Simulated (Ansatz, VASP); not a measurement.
**Two plane-wave programs on Y**

```
Y
1.0
     1.79032    1.03364    5.82833
    -1.79032    1.03364    5.82833
     0.00000   -2.06728    5.82833
Y
2
Direct
  0.25000 0.25000 0.25000
  0.75000 0.75000 0.75000
```

Alike in both runs: functional PBE; k mesh 6 × 6 × 6; occupations gaussian, width 0.1 eV; no spin polarisation.

Ansatz relaxed the structure, and its values are those at the end. VASP's run is a single point on that final structure, the one shown.

|  | VASP | Ansatz |
| --- | --- | --- |
| version | VASP 6.6.1 | Ansatz 0.2.0 |
| potentials or method | VASP PAW PBE potentials, release 64 (Y_sv), cutoff 520 eV | scalar-relativistic, plane waves, PAW |
| valence electrons in the cell | 22 | 22 |

```tsv
	VASP	Ansatz	Ansatz less VASP
gap on the k mesh at the Fermi level (eV)	none	none	-
pressure (GPa)	-0.1	0.0	+0.12
```

A gap of «none» marks a metal or a gap that the smearing closes.
